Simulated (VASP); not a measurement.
# CaBC (P6_3/mmc) in VASP: a series of runs

The runs below take CaBC through single point, with PBE.

Everything below comes from runs of VASP 6.6.1. Logs are shortened: lines on timing, memory, paths and dates and some standing lists are left out, and cuts for length are marked.

## Step 1: The cell of the first run

Symmetry: P6_3/mmc, No. 194, hexagonal system. The conventional cell has a = 2.869 Å, b = 2.869 Å, c = 8.731 Å, α = 90.00°, β = 90.00°, γ = 120.00°. Within 3.6 Å of Ca (site symmetry -3m) lie 6 B at 2.74 Å and 6 C at 2.74 Å and 6 Ca at 2.87 Å. Within 2.2 Å of B (site symmetry -6m2) lie 3 C at 1.66 Å. Within 2.2 Å of C (site symmetry -6m2) lie 3 B at 1.66 Å.

## Step 2: Single point, PBE

INCAR reads:

```
  PREC = Accurate
  ENCUT = 520
  EDIFF = 1E-6
  ISMEAR = 0
  SIGMA = 0.15
  LREAL = F
  LASPH = T
  NELM = 80
  ALGO = Normal
  ISIF = 2
  LWAVE = F
  LCHARG = F
  GGA = PE
  NBANDS = 26
```

KPOINTS reads:

```
regular mesh
0
Gamma
  24 24 8
```

POSCAR reads:

```
CaBC
1.0
    2.8693530777      0.0000000000      0.0000000000
   -1.4346765389      2.4849326577      0.0000000000
    0.0000000000      0.0000000000      8.7308859496
Ca B C
2 2 2
Direct
    0.0000000000      0.0000000000      0.0000000000
    0.0000000000      0.0000000000      0.5000000000
    0.6666666667      0.3333333333      0.2500000000
    0.3333333333      0.6666666667      0.7500000000
    0.6666666667      0.3333333333      0.7500000000
    0.3333333333      0.6666666667      0.2500000000
```

Potentials or basis: VASP PAW PBE potentials, release 64 (Ca_sv, B, C).

Command:

```sh
$ cat potpaw_PBE.64/Ca_sv/POTCAR potpaw_PBE.64/B/POTCAR potpaw_PBE.64/C/POTCAR > POTCAR
$ mpirun -np 1 vasp_std > vasp.out
```

OUTCAR:

```text
PREC = Accurate
   ENCUT = 520
   EDIFF = 1E-6
   ISMEAR = 0
   LREAL = F
   LASPH = T
   NELM = 80
   ISIF = 2
   GGA = PE

 ion  position               nearest neighbor table
   1  0.000  0.000  0.000-
   2  0.000  0.000  0.500-
   3  0.667  0.333  0.250-   6 1.66   6 1.66   6 1.66
   4  0.333  0.667  0.750-   5 1.66   5 1.66   5 1.66
   5  0.667  0.333  0.750-   4 1.66   4 1.66   4 1.66
   6  0.333  0.667  0.250-   3 1.66   3 1.66   3 1.66

  LATTYP: Found a hexagonal cell.
 ALAT       =     2.8693530777
 C/A-ratio  =     3.0428064143

  Lattice vectors:

 A1 = (   2.8693530777,   0.0000000000,   0.0000000000)
 A2 = (  -1.4346765389,   2.4849326577,   0.0000000000)
 A3 = (   0.0000000000,   0.0000000000,   8.7308859496)

Analysis of symmetry for initial positions (statically):
=====================================================================
 Subroutine PRICEL returns:
 Original cell was already a primitive cell.

 Routine SETGRP: Setting up the symmetry group for a
 hexagonal supercell.

 Subroutine GETGRP returns: Found 24 space group operations
 (whereof 12 operations were pure point group operations)
 out of a pool of 24 trial point group operations.

The static configuration has the point symmetry D_3d.
 The point group associated with its full space group is D_6h.

Analysis of symmetry for dynamics (positions and initial velocities):
=====================================================================
 Subroutine PRICEL returns:
 Original cell was already a primitive cell.

 Routine SETGRP: Setting up the symmetry group for a
 hexagonal supercell.

 Subroutine GETGRP returns: Found 24 space group operations
 (whereof 12 operations were pure point group operations)
 out of a pool of 24 trial point group operations.

The dynamic configuration has the point symmetry D_3d.
 The point group associated with its full space group is D_6h.

 Subroutine INISYM returns: Found 24 space group operations
 (whereof 12 operations are pure point group operations),
 and found     1 'primitive' translations

----------------------------------------------------------------------------------------

                                     Primitive cell

  volume of cell :      62.2525

  direct lattice vectors                    reciprocal lattice vectors
     2.869353078  0.000000000  0.000000000     0.348510613  0.201212696  0.000000000
    -1.434676539  2.484932658  0.000000000     0.000000000  0.402425392  0.000000000
     0.000000000  0.000000000  8.730885950     0.000000000  0.000000000  0.114535914

  length of vectors
     2.869353078  2.869353078  8.730885950     0.402425392  0.402425392  0.114535914

  position of ions in fractional coordinates (direct lattice)
     0.000000000  0.000000000  0.000000000
     0.000000000  0.000000000  0.500000000
     0.666666667  0.333333333  0.250000000
     0.333333333  0.666666667  0.750000000
     0.666666667  0.333333333  0.750000000
     0.333333333  0.666666667  0.250000000

  ion indices of the primitive-cell ions
   primitive index   ion index
                 1           1
                 2           2
                 3           3
                 4           4
                 5           5
                 6           6

----------------------------------------------------------------------------------------

 KPOINTS: regular mesh

Automatic generation of k-mesh.
 Grid dimensions read from file:
 generate k-points for:   24   24    8

 Generating k-lattice:

  Cartesian coordinates                     Fractional coordinates (reciprocal lattice)
     0.014521276  0.008383862  0.000000000     0.041666667  0.000000000  0.000000000
     0.000000000  0.016767725  0.000000000     0.000000000  0.041666667  0.000000000
     0.000000000  0.000000000  0.014316989     0.000000000  0.000000000  0.125000000

  Length of vectors
     0.016767725  0.016767725  0.014316989

  Shift w.r.t. Gamma in fractional coordinates (k-lattice)
     0.000000000  0.000000000  0.000000000

 Subroutine IBZKPT returns following result:
 ===========================================

 Found    305 irreducible k-points:

 Following reciprocal coordinates:
            Coordinates               Weight
  0.000000  0.000000  0.000000      1.000000
  0.041667  0.000000  0.000000      6.000000
  0.083333  0.000000  0.000000      6.000000
  0.125000  0.000000  0.000000      6.000000
  0.166667  0.000000  0.000000      6.000000
  0.208333  0.000000  0.000000      6.000000
[... 16 lines left out ...]
  0.416667  0.041667  0.000000     12.000000
  0.458333  0.041667  0.000000     12.000000
 [... further k-points ...]
   k-points           NKPTS =    305   k-points in BZ     NKDIM =    305   number of bands    NBANDS=     26
   number of dos      NEDOS =    301   number of ions     NIONS =      6
   total plane-waves  NPLWV =  40320
   dimension x,y,z NGX =    24 NGY =   24 NGZ =   70
   dimension x,y,z NGXF=    48 NGYF=   48 NGZF=  140
   ions per type =               2   2   2
   NGX,Y,Z   is equivalent  to a cutoff of  13.91, 13.91, 13.33 a.u.
   NGXF,Y,Z  is equivalent  to a cutoff of  27.81, 27.81, 26.66 a.u.
 SYSTEM =  unknown system
   PREC   = accura    normal or accurate (medium, high low for compatibility)
   ISTART =      0    job   : 0-new  1-cont  2-samecut
   ICHARG =      2    charge: 1-file 2-atom 10-const
   ISPIN  =      1    spin polarized calculation?
   LNONCOLLINEAR =      F non collinear calculations
   LSORBIT =      F    spin-orbit coupling
   LASPH  =      T    aspherical Exc in radial PAW
   ENCUT  =  520.0 eV  38.22 Ry    6.18 a.u.   5.34  5.34 16.23*2*pi/ulx,y,z
   NELM   =     80;   NELMIN=  2; NELMDL= -5     # of ELM steps
   EDIFF  = 0.1E-05   stopping-criterion for ELM
   LREAL  =      F    real-space projection
   EDIFFG = 0.1E-04   stopping-criterion for IOM
   NSW    =      0    number of steps for IOM
   IBRION =     -1    ionic relax: 0-MD 1-quasi-New 2-CG
   NFREE  =      0    steps in history (QN), initial steepest desc. (CG)
   ISIF   =      2    stress and relaxation
   ISYM   =      2    0-nonsym 1-usesym 2-fastsym
   POTIM  = 0.5000    time-step for ionic-motion
   TEBEG  =    0.0;   TEEND  =   0.0 temperature during run
   PSTRESS=    0.0 pullay stress
   NELECT =      34.0000    total number of electrons
   NUPDOWN=      -1.0000    fix difference up-down
   EMIN   =  10.00;   EMAX   =-10.00  energy-range for DOS
   EFERMI =   0.00;   METHOD = LEGACY
   ISMEAR =     0;   SIGMA  =   0.15  broadening in eV -4-tet -1-fermi 0-gaus
   EFERMI_NEDOS =   21; number of points for ismear=-14 and -15
   IALGO  =     38    algorithm
   IMIX   =      4    mixing-type and parameters
     AMIX     =   0.40;   BMIX     =  1.00
     AMIX_MAG =   1.60;   BMIX_MAG =  1.00
  volume/ion in A,a.u.               =      10.38        70.02
  Fermi-wavevector in a.u.,A,eV,Ry     =   1.338183  2.528799 24.364410  1.790734
  Thomas-Fermi vector in A             =   2.466673
   LORBIT       =      0    0 simple, 1 ext, 2 COOP (PROOUT), +10 PAW based schemes
   GGA     = PE    functional components
   LHFCALC =     F    Hartree Fock is set to
   AEXX    =    0.0000 exact exchange contribution
   IVDW    =     0    specifies the selected vdW correction
   LEPSILON=     F    determine dielectric tensor
   LRPA    =     F    only Hartree local field effects (RPA)
 non-spin polarized calculation
 Gauss-broadening in eV      SIGMA  =   0.15
  energy-cutoff  :      520.00
  volume of cell :       62.25
 maximum number of plane-waves:      1725
 NGX is ok and might be reduce to    24
   NGX = 11   NGY = 11   NGZ = 33

 number of electron      33.9999998 magnetization

 Free energy of the ion-electron system (eV)
  ---------------------------------------------------
  ext. energy  EPLUGINS =         0.00000000
  ---------------------------------------------------
  free energy    TOTEN  =       -35.84865413 eV

  energy without entropy =      -35.82775238  energy(sigma->0) =      -35.83820326

 E-fermi :   6.8993     XC(G=0): -11.5809

 val. band max:        6.8958735918   @ k =   0.0833   0.0000   0.5000
 cond. band min:       6.9067898728   @ k =   0.4167   0.0833   0.0000
 fundamental gap:      0.0109162811
 Fermi energy:         6.8992761043

 k-point     1 :       0.0000    0.0000    0.0000
  band No.  band energies     occupation
      1     -33.8658      2.00000
      2     -33.8629      2.00000
      3     -15.1095      2.00000
      4     -14.9215      2.00000
      5     -14.0431      2.00000
      6     -14.0431      2.00000
[... 18 lines left out ...]
     25      12.6289      0.00000
     26      13.2736      0.00000

 k-point     2 :       0.0417    0.0000    0.0000
  band No.  band energies     occupation
      1     -33.8596      2.00000
      2     -33.8568      2.00000
      3     -15.1007      2.00000
      4     -14.9146      2.00000
      5     -14.0783      2.00000
      6     -14.0754      2.00000
[... 18 lines left out ...]
     25      12.6400      0.00000
     26      13.2266      0.00000

 k-point     3 :       0.0833    0.0000    0.0000
  band No.  band energies     occupation
      1     -33.8416      2.00000
      2     -33.8387      2.00000
      3     -15.0748      2.00000
      4     -14.8944      2.00000
      5     -14.1804      2.00000
      6     -14.1751      2.00000
[... 572 lines left out ...]
 k-point    23 :       0.4167    0.0417    0.0000
  band No.  band energies     occupation
      1     -33.5021      2.00000
      2     -33.5002      2.00000
      3     -15.7952      2.00000
      4     -15.7738      2.00000
      5     -14.5892      2.00000
      6     -14.5165      2.00000
[... 18 lines left out ...]
     25      13.0602      0.00000
     26      13.3214      0.00000

 k-point    24 :       0.4583    0.0417    0.0000
  band No.  band energies     occupation
      1     -33.4889      2.00000
      2     -33.4871      2.00000
      3     -15.8500      2.00000
      4     -15.8284      2.00000
      5     -14.5705      2.00000
      6     -14.5019      2.00000
[... 18 lines left out ...]
     25      13.0545      0.00000
     26      13.5774      0.00000

 [... further k-points ...]

------------------------ aborting loop because EDIFF is reached ----------------------------------------

  FORCE on cell =-STRESS in cart. coord.  units (eV):
  Direction    XX          YY          ZZ          XY          YZ          ZX
  --------------------------------------------------------------------------------------
  -------------------------------------------------------------------------------------
  Total        4.6372520      4.6372520     -5.0174101     -0.0000000     -0.0000000      0.0000000
  in kB      119.3477798    119.3477798   -129.1318147     -0.0000000     -0.0000000      0.0000000
  external PRESSURE =      36.5212483 kB  Pullay stress =       0.0000000 kB

 VOLUME and BASIS-vectors are now :
 -----------------------------------------------------------------------------
  energy-cutoff  :      520.00
  volume of cell :       62.25
      direct lattice vectors                 reciprocal lattice vectors
     2.869353078  0.000000000  0.000000000     0.348510613  0.201212696  0.000000000
    -1.434676539  2.484932658  0.000000000     0.000000000  0.402425392  0.000000000
     0.000000000  0.000000000  8.730885950     0.000000000  0.000000000  0.114535914

 POSITION                                       TOTAL-FORCE (eV/Angst)
 -----------------------------------------------------------------------------------
      0.00000      0.00000      0.00000         0.000000      0.000000      0.000000
      0.00000      0.00000      4.36544         0.000000      0.000000      0.000000
      1.43468      0.82831      2.18272         0.000000      0.000000      0.000000
     -0.00000      1.65662      6.54816        -0.000000     -0.000000     -0.000000
      1.43468      0.82831      6.54816         0.000000     -0.000000      0.000000
     -0.00000      1.65662      2.18272        -0.000000      0.000000     -0.000000
 -----------------------------------------------------------------------------------
    total drift:                               -0.000000      0.000000      0.000000

  FREE ENERGIE OF THE ION-ELECTRON SYSTEM (eV)
  ---------------------------------------------------
  free  energy   TOTEN  =       -35.8486541269 eV

  energy  without entropy=      -35.8277523848  energy(sigma->0) =      -35.83820326
```

Wall time 11 min (1 thread of Intel Xeon 8259CL, shared host); peak memory 0.55 GiB.

What came out:

```
Free energy            : -35.8487 eV
Pressure               : 3.7 GPa
Band gap on the k mesh : zero (bands 17 and 18 overlap by 2.38 eV)
```

Stress tensor (GPa, compression positive):
```
 11.93   0.00   0.00
  0.00  11.93   0.00
  0.00   0.00 -12.91
```

Caveat: the stress differs along the axes, from -13 to 12 GPa.

(Part 1 of 2 ends here.)
